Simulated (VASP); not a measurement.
# CsAs in VASP: notebook

Runs on CsAs. Level: PBE. Tasks: single point.

Everything below comes from runs of VASP 6.6.1. Logs are shortened: lines on timing, memory, paths and dates and some standing lists are left out, and cuts for length are marked.

## (1) The cell of the first run

It takes space group P3m1 (No. 156, trigonal). The conventional cell has a = 3.740 Å, b = 3.740 Å, c = 5.962 Å, α = 90.00°, β = 90.00°, γ = 120.00°. Cs (site symmetry 3m) has 6 As at 3.67 to 3.69 Å and 6 Cs at 3.74 Å within 4.8 Å. As (site symmetry 3m) has 6 Cs at 3.67 to 3.69 Å and 6 As at 3.74 Å within 4.8 Å.

## (2) Single point, PBE

INCAR

```
ALGO = Normal
EDIFF = 1E-6
ENCUT = 520
GGA = PE
ISIF = 2
ISMEAR = 0
LASPH = T
LCHARG = T
LELF = T
LREAL = F
LVHAR = T
LWAVE = F
NBANDS = 14
NELM = 100
PREC = Accurate
SIGMA = 0.1
```

KPOINTS

```
k-points
0
Gamma
  6 6 4
```

POSCAR

```
CsAs
1.0
    3.7401469313      0.0000000000      0.0000000000
   -1.8700734657      3.2390622564      0.0000000000
    0.0000000000      0.0000000000      5.9623408643
Cs As
1 1
Direct
    0.0000000000      0.0000000000      0.4993587806
    0.6666666667      0.3333333333      1.0006412194
```

Potentials or basis: VASP PAW PBE potentials, release 64 (Cs_sv, As).

Run with:

```console
$ cat potpaw_PBE.64/Cs_sv/POTCAR potpaw_PBE.64/As/POTCAR > POTCAR
$ mpirun -np 1 vasp_std > vasp.out
```

OUTCAR:

```text
EDIFF = 1E-6
   ENCUT = 520
   GGA = PE
   ISIF = 2
   ISMEAR = 0
   LASPH = T
   LREAL = F
   NELM = 100
   PREC = Accurate

 ion  position               nearest neighbor table
   1  0.000  0.000  0.499-
   2  0.667  0.333  0.001-

  LATTYP: Found a hexagonal cell.
 ALAT       =     3.7401469313
 C/A-ratio  =     1.5941461589

  Lattice vectors:

 A1 = (   3.7401469313,   0.0000000000,   0.0000000000)
 A2 = (  -1.8700734657,   3.2390622564,   0.0000000000)
 A3 = (   0.0000000000,   0.0000000000,   5.9623408643)

Analysis of symmetry for initial positions (statically):
=====================================================================
 Subroutine PRICEL returns:
 Original cell was already a primitive cell.

 Routine SETGRP: Setting up the symmetry group for a
 hexagonal supercell.

 Subroutine GETGRP returns: Found  6 space group operations
 (whereof  6 operations were pure point group operations)
 out of a pool of 24 trial point group operations.

The static configuration has the point symmetry C_3v.

Analysis of symmetry for dynamics (positions and initial velocities):
=====================================================================
 Subroutine PRICEL returns:
 Original cell was already a primitive cell.

 Routine SETGRP: Setting up the symmetry group for a
 hexagonal supercell.

 Subroutine GETGRP returns: Found  6 space group operations
 (whereof  6 operations were pure point group operations)
 out of a pool of 24 trial point group operations.

The dynamic configuration has the point symmetry C_3v.

 Subroutine INISYM returns: Found  6 space group operations
 (whereof  6 operations are pure point group operations),
 and found     1 'primitive' translations

----------------------------------------------------------------------------------------

                                     Primitive cell

  volume of cell :      72.2312

  direct lattice vectors                    reciprocal lattice vectors
     3.740146931  0.000000000  0.000000000     0.267369175  0.154365665  0.000000000
    -1.870073466  3.239062256  0.000000000     0.000000000  0.308731331  0.000000000
     0.000000000  0.000000000  5.962340864     0.000000000  0.000000000  0.167719361

  length of vectors
     3.740146931  3.740146931  5.962340864     0.308731331  0.308731331  0.167719361

  position of ions in fractional coordinates (direct lattice)
     0.000000000  0.000000000  0.499358781
     0.666666667  0.333333333  0.000641219

  ion indices of the primitive-cell ions
   primitive index   ion index
                 1           1
                 2           2

----------------------------------------------------------------------------------------

 KPOINTS: k-points

Automatic generation of k-mesh.
 Grid dimensions read from file:
 generate k-points for:    6    6    4

 Generating k-lattice:

  Cartesian coordinates                     Fractional coordinates (reciprocal lattice)
     0.044561529  0.025727611  0.000000000     0.166666667  0.000000000  0.000000000
     0.000000000  0.051455222  0.000000000     0.000000000  0.166666667  0.000000000
     0.000000000  0.000000000  0.041929840     0.000000000  0.000000000  0.250000000

  Length of vectors
     0.051455222  0.051455222  0.041929840

  Shift w.r.t. Gamma in fractional coordinates (k-lattice)
     0.000000000  0.000000000  0.000000000

 Subroutine IBZKPT returns following result:
 ===========================================

 Found     24 irreducible k-points:

 Following reciprocal coordinates:
            Coordinates               Weight
  0.000000  0.000000  0.000000      1.000000
  0.166667  0.000000  0.000000      6.000000
  0.333333  0.000000  0.000000      6.000000
  0.500000  0.000000  0.000000      3.000000
  0.166667  0.166667  0.000000      6.000000
  0.333333  0.166667  0.000000     12.000000
[... 16 lines left out ...]
  0.333333  0.166667  0.500000     12.000000
  0.333333  0.333333  0.500000      2.000000
   k-points           NKPTS =     24   k-points in BZ     NKDIM =     24   number of bands    NBANDS=     14
   number of dos      NEDOS =    301   number of ions     NIONS =      2
   total plane-waves  NPLWV =  37632
   dimension x,y,z NGX =    28 NGY =   28 NGZ =   48
   dimension x,y,z NGXF=    56 NGYF=   56 NGZF=   96
   ions per type =               1   1
   NGX,Y,Z   is equivalent  to a cutoff of  12.45, 12.45, 13.38 a.u.
   NGXF,Y,Z  is equivalent  to a cutoff of  24.89, 24.89, 26.77 a.u.
 SYSTEM =  unknown system
   PREC   = accura    normal or accurate (medium, high low for compatibility)
   ISTART =      0    job   : 0-new  1-cont  2-samecut
   ICHARG =      2    charge: 1-file 2-atom 10-const
   ISPIN  =      1    spin polarized calculation?
   LNONCOLLINEAR =      F non collinear calculations
   LSORBIT =      F    spin-orbit coupling
   LASPH  =      T    aspherical Exc in radial PAW
   ENCUT  =  520.0 eV  38.22 Ry    6.18 a.u.   6.95  6.95 11.09*2*pi/ulx,y,z
   NELM   =    100;   NELMIN=  2; NELMDL= -5     # of ELM steps
   EDIFF  = 0.1E-05   stopping-criterion for ELM
   LREAL  =      F    real-space projection
   EDIFFG = 0.1E-04   stopping-criterion for IOM
   NSW    =      0    number of steps for IOM
   IBRION =     -1    ionic relax: 0-MD 1-quasi-New 2-CG
   NFREE  =      0    steps in history (QN), initial steepest desc. (CG)
   ISIF   =      2    stress and relaxation
   ISYM   =      2    0-nonsym 1-usesym 2-fastsym
   POTIM  = 0.5000    time-step for ionic-motion
   TEBEG  =    0.0;   TEEND  =   0.0 temperature during run
   PSTRESS=    0.0 pullay stress
   NELECT =      14.0000    total number of electrons
   NUPDOWN=      -1.0000    fix difference up-down
   EMIN   =  10.00;   EMAX   =-10.00  energy-range for DOS
   EFERMI =   0.00;   METHOD = LEGACY
   ISMEAR =     0;   SIGMA  =   0.10  broadening in eV -4-tet -1-fermi 0-gaus
   EFERMI_NEDOS =   21; number of points for ismear=-14 and -15
   IALGO  =     38    algorithm
   IMIX   =      4    mixing-type and parameters
     AMIX     =   0.40;   BMIX     =  1.00
     AMIX_MAG =   1.60;   BMIX_MAG =  1.00
  volume/ion in A,a.u.               =      36.12       243.72
  Fermi-wavevector in a.u.,A,eV,Ry     =   0.947420  1.790364 12.212655  0.897605
  Thomas-Fermi vector in A             =   2.075512
   LORBIT       =      0    0 simple, 1 ext, 2 COOP (PROOUT), +10 PAW based schemes
   GGA     = PE    functional components
   LHFCALC =     F    Hartree Fock is set to
   AEXX    =    0.0000 exact exchange contribution
   IVDW    =     0    specifies the selected vdW correction
   LEPSILON=     F    determine dielectric tensor
   LRPA    =     F    only Hartree local field effects (RPA)
 non-spin polarized calculation
 Gauss-broadening in eV      SIGMA  =   0.10
  energy-cutoff  :      520.00
  volume of cell :       72.23
 maximum number of plane-waves:      1965
   NGX = 13   NGY = 13   NGZ = 23

 number of electron      14.0000000 magnetization

 Free energy of the ion-electron system (eV)
  ---------------------------------------------------
  ext. energy  EPLUGINS =         0.00000000
  ---------------------------------------------------
  free energy    TOTEN  =        -4.89601708 eV

  energy without entropy =       -4.87883424  energy(sigma->0) =       -4.88742566

 E-fermi :   2.4712     XC(G=0):  -8.6679

 val. band max:        2.4280658934   @ k =   0.3333   0.1667   0.5000
 cond. band min:       2.4850868974   @ k =   0.3333   0.1667   0.2500
 fundamental gap:      0.0570210041
 Fermi energy:         2.4712113458

 k-point     1 :       0.0000    0.0000    0.0000
  band No.  band energies     occupation
      1     -20.1543      2.00000
      2      -7.6325      2.00000
      3      -6.9803      2.00000
      4      -5.8080      2.00000
      5      -5.8080      2.00000
      6       2.0603      2.00000
      7       3.9379      0.00000
      8       4.4475      0.00000
      9       4.4475      0.00000
     10       7.4315      0.00000
     11       7.5563      0.00000
     12       7.5563      0.00000
     13      10.2915      0.00000
     14      10.3519      0.00000

 k-point     2 :       0.1667    0.0000    0.0000
  band No.  band energies     occupation
      1     -20.0629      2.00000
      2      -7.4971      2.00000
      3      -6.8432      2.00000
      4      -6.3906      2.00000
      5      -5.9549      2.00000
      6       1.9707      2.00000
      7       2.8892      0.00000
      8       4.2002      0.00000
      9       4.8436      0.00000
     10       6.7226      0.00000
     11       8.3288      0.00000
     12       8.3635      0.00000
     13       8.9379      0.00000
     14       9.7404      0.00000

 k-point     3 :       0.3333    0.0000    0.0000
  band No.  band energies     occupation
      1     -19.8698      2.00000
      2      -7.8430      2.00000
      3      -6.6414      2.00000
      4      -6.5431      2.00000
      5      -6.2267      2.00000
      6       0.8933      2.00000
      7       1.7064      2.00000
      8       3.7375      0.00000
      9       4.5348      0.00000
     10       7.3370      0.00000
     11       8.1654      0.00000
     12       8.9378      0.00000
     13       8.9702      0.00000
     14      10.5636      0.00000
[... 324 lines left out ...]
 k-point    23 :       0.3333    0.1667    0.5000
  band No.  band energies     occupation
      1     -19.7672      2.00000
      2      -7.8819      2.00000
      3      -6.9623      2.00000
      4      -6.7329      2.00000
      5      -6.0679      2.00000
      6       0.6938      2.00000
      7       2.2461      1.99854
      8       2.4281      1.45825
      9       5.4729      0.00000
     10       6.3299      0.00000
     11       7.5334      0.00000
     12       8.7398      0.00000
     13       9.1276      0.00000
     14      10.7024      0.00000

 k-point    24 :       0.3333    0.3333    0.5000
  band No.  band energies     occupation
      1     -19.7157      2.00000
      2      -7.5418      2.00000
      3      -7.5005      2.00000
      4      -6.4822      2.00000
      5      -6.3709      2.00000
      6       0.7868      2.00000
      7       1.4951      2.00000
      8       2.5722      0.15343
      9       6.6994      0.00000
     10       6.9299      0.00000
     11       7.5530      0.00000
     12       7.5716      0.00000
     13       8.2179      0.00000
     14      10.4268      0.00000

------------------------ aborting loop because EDIFF is reached ----------------------------------------

  FORCE on cell =-STRESS in cart. coord.  units (eV):
  Direction    XX          YY          ZZ          XY          YZ          ZX
  --------------------------------------------------------------------------------------
  -------------------------------------------------------------------------------------
  Total       -0.1094247     -0.1094247      0.0518986      0.0000000      0.0000000      0.0000000
  in kB       -2.4271754     -2.4271754      1.1511752      0.0000000      0.0000000      0.0000000
  external PRESSURE =      -1.2343919 kB  Pullay stress =       0.0000000 kB

 VOLUME and BASIS-vectors are now :
 -----------------------------------------------------------------------------
  energy-cutoff  :      520.00
  volume of cell :       72.23
      direct lattice vectors                 reciprocal lattice vectors
     3.740146931  0.000000000  0.000000000     0.267369175  0.154365665  0.000000000
    -1.870073466  3.239062256  0.000000000     0.000000000  0.308731331  0.000000000
     0.000000000  0.000000000  5.962340864     0.000000000  0.000000000  0.167719361

 POSITION                                       TOTAL-FORCE (eV/Angst)
 -----------------------------------------------------------------------------------
      0.00000      0.00000      2.97735        -0.000000     -0.000000      0.020716
      1.87007      1.07969      0.00382         0.000000      0.000000     -0.020716
 -----------------------------------------------------------------------------------
    total drift:                               -0.000000      0.000000     -0.000027

  FREE ENERGIE OF THE ION-ELECTRON SYSTEM (eV)
  ---------------------------------------------------
  free  energy   TOTEN  =        -4.8960170767 eV

  energy  without entropy=       -4.8788342354  energy(sigma->0) =       -4.88742566
```

Run time: 18 s. Hardware: 1 thread of Intel Xeon Platinum 8259CL at 2.50GHz (Skylake/Cascade Lake), shared host; peak memory 0.19 GiB.

What came out:

- Free energy: -4.8960 eV
- Pressure: -0.1 GPa
- Largest force: 0.021 eV/Å
- Band gap on the k mesh: zero (band 7 reaches 4.49 eV, above the bottom of band 8 at 1.69 eV)

Forces in eV/Å, atoms in the order of the input:
```
Cs   0.000  0.000  0.021
As   0.000  0.000 -0.021
```

Stress tensor (GPa, compression positive):
```
-0.24  0.00  0.00
 0.00 -0.24  0.00
 0.00  0.00  0.12
```

Caveat: spin-orbit coupling is left out, which moves the levels of the heavy elements.

## (3) Single point, PBE

This run uses another cell than the first one, of 34.98 Å³/atom, 0.969 times its volume.

INCAR

```
SYSTEM = CsAs
PREC     = Accurate       ! precision mode
ENCUT    = 520            ! plane-wave cutoff, eV
EDIFF    = 1E-6           ! SCF threshold, eV
ISMEAR   = 0              ! smearing method
SIGMA    = 0.1            ! smearing width, eV
LREAL    = .False.        ! projectors in reciprocal space
LASPH    = .True.         ! aspherical terms in the spheres
NELM     = 100            ! most SCF steps
ALGO     = Normal         ! electronic algorithm
ISIF     = 2              ! what is computed and relaxed
LWAVE    = .False.        ! write WAVECAR
LCHARG   = .False.        ! write CHGCAR
GGA      = PE             ! functional
NBANDS   = 14             ! bands
```

KPOINTS

```
regular mesh
0
Gamma
  18 18 10
  0 0 0
```

POSCAR

```
CsAs
1.0
    3.6709508416      0.0000000000      0.0000000000
   -1.8354754208      3.1791366849      0.0000000000
    0.0000000000      0.0000000000      5.9951449004
Cs As
1 1
Direct
    0.0000000000      0.0000000000      0.0000000000
    0.6666666667      0.3333333333      0.5000000000
```

Potentials or basis: VASP PAW PBE potentials, release 64 (Cs_sv, As).

Run with:

```console
$ cat potpaw_PBE.64/Cs_sv/POTCAR potpaw_PBE.64/As/POTCAR > POTCAR
$ mpirun -np 1 vasp_std > vasp.out
```

OUTCAR:

```text
SYSTEM = CsAs
   PREC = Accurate
   ENCUT = 520
   EDIFF = 1E-6
   ISMEAR = 0
   LREAL = .False.
   LASPH = .True.
   NELM = 100
   ISIF = 2
   GGA = PE

 ion  position               nearest neighbor table
   1  0.000  0.000  0.000-
   2  0.667  0.333  0.500-

  LATTYP: Found a hexagonal cell.
 ALAT       =     3.6709508416
 C/A-ratio  =     1.6331313491

  Lattice vectors:

 A1 = (   3.6709508416,   0.0000000000,   0.0000000000)
 A2 = (  -1.8354754208,   3.1791366849,   0.0000000000)
 A3 = (   0.0000000000,   0.0000000000,   5.9951449004)

Analysis of symmetry for initial positions (statically):
=====================================================================
 Subroutine PRICEL returns:
 Original cell was already a primitive cell.

 Routine SETGRP: Setting up the symmetry group for a
 hexagonal supercell.

 Subroutine GETGRP returns: Found 12 space group operations
 (whereof 12 operations were pure point group operations)
 out of a pool of 24 trial point group operations.

The static configuration has the point symmetry D_3h.

Analysis of symmetry for dynamics (positions and initial velocities):
[... 164 lines left out ...]
 fundamental gap:      0.0079156713
 Fermi energy:         2.6814851672

 k-point     1 :       0.0000    0.0000    0.0000
  band No.  band energies     occupation
      1     -20.0960      2.00000
      2      -7.5045      2.00000
      3      -6.9078      2.00000
      4      -5.5602      2.00000
      5      -5.5602      2.00000
      6       2.2284      2.00000
      7       4.1683      0.00000
      8       4.9006      0.00000
      9       4.9006      0.00000
     10       7.7155      0.00000
     11       7.7490      0.00000
     12       7.7490      0.00000
     13      10.5095      0.00000
     14      10.7553      0.00000
[... 377 lines left out ...]
      1     -19.6352      2.00000
      2      -8.1494      2.00000
      3      -6.4840      2.00000
      4      -6.2290      2.00000
      5      -6.0775      2.00000
      6       0.3728      2.00000
      7       1.7663      2.00000
      8       3.2648      0.00000
      9       4.8202      0.00000
     10       6.5319      0.00000
     11       9.1591      0.00000
     12       9.1833      0.00000
     13      10.1095      0.00000
     14      11.5334      0.00000

 [... further k-points ...]
[... 5 lines left out ...]
  --------------------------------------------------------------------------------------
  -------------------------------------------------------------------------------------
  Total        0.0796523      0.0796523      0.0246910      0.0000000      0.0000000      0.0000000
  in kB        1.8239865      1.8239865      0.5654076      0.0000000      0.0000000      0.0000000
  external PRESSURE =       1.4044602 kB  Pullay stress =       0.0000000 kB

 VOLUME and BASIS-vectors are now :
 -----------------------------------------------------------------------------
  energy-cutoff  :      520.00
  volume of cell :       69.97
      direct lattice vectors                 reciprocal lattice vectors
     3.670950842  0.000000000  0.000000000     0.272408987  0.157275402  0.000000000
    -1.835475421  3.179136685  0.000000000     0.000000000  0.314550804  0.000000000
     0.000000000  0.000000000  5.995144900     0.000000000  0.000000000  0.166801640

 POSITION                                       TOTAL-FORCE (eV/Angst)
 -----------------------------------------------------------------------------------
      0.00000      0.00000      0.00000         0.000000     -0.000000      0.000000
      1.83548      1.05971      2.99757        -0.000000      0.000000      0.000000
 -----------------------------------------------------------------------------------
    total drift:                               -0.000000      0.000000      0.000000

  FREE ENERGIE OF THE ION-ELECTRON SYSTEM (eV)
  ---------------------------------------------------
  free  energy   TOTEN  =        -4.9376953110 eV

  energy  without entropy=       -4.9318868670  energy(sigma->0) =       -4.93479109
```

OSZICAR:

```text
N       E                     dE             d eps       ncg     rms          rms(c)
DAV:   1     0.640449870730E+02    0.64045E+02   -0.57748E+03  6216   0.847E+02
DAV:   2    -0.951920280638E-01   -0.64140E+02   -0.60002E+02  8502   0.135E+02
DAV:   3    -0.508914990006E+01   -0.49940E+01   -0.49696E+01  8100   0.388E+01
DAV:   4    -0.513084270914E+01   -0.41693E-01   -0.41688E-01  7200   0.423E+00
DAV:   5    -0.513103280697E+01   -0.19010E-03   -0.19009E-03  8230   0.301E-01    0.197E+00
DAV:   6    -0.498672717490E+01    0.14431E+00   -0.72410E-02  7760   0.182E+00    0.108E+00
DAV:   7    -0.493590931255E+01    0.50818E-01   -0.12817E-01  8070   0.223E+00    0.269E-01
DAV:   8    -0.493798603095E+01   -0.20767E-02   -0.21266E-02  6774   0.851E-01    0.121E-01
DAV:   9    -0.493771611633E+01    0.26991E-03   -0.96064E-04  8202   0.228E-01    0.314E-02
DAV:  10    -0.493772067445E+01   -0.45581E-05   -0.35655E-04  8152   0.120E-01    0.288E-02
DAV:  11    -0.493769372455E+01    0.26950E-04   -0.11188E-04  7302   0.717E-02    0.952E-03
DAV:  12    -0.493769521911E+01   -0.14946E-05   -0.66738E-06  7428   0.164E-02    0.338E-03
DAV:  13    -0.493769531104E+01   -0.91927E-07   -0.63344E-07  5896   0.609E-03
   1 F= -.49376953E+01 E0= -.49347911E+01  d E =-.580844E-02
```

It took 2.2 min on 1 thread of Intel Xeon Platinum 8259CL at 2.50GHz (Skylake/Cascade Lake), shared host; peak memory 0.36 GiB.

Results:

* Free energy: -4.9377 eV
* Pressure: 0.1 GPa
* Band gap on the k mesh: zero (band 7 reaches 4.84 eV, above the bottom of band 8 at 1.88 eV)

Caveat: spin-orbit coupling is left out, which moves the levels of the heavy elements.
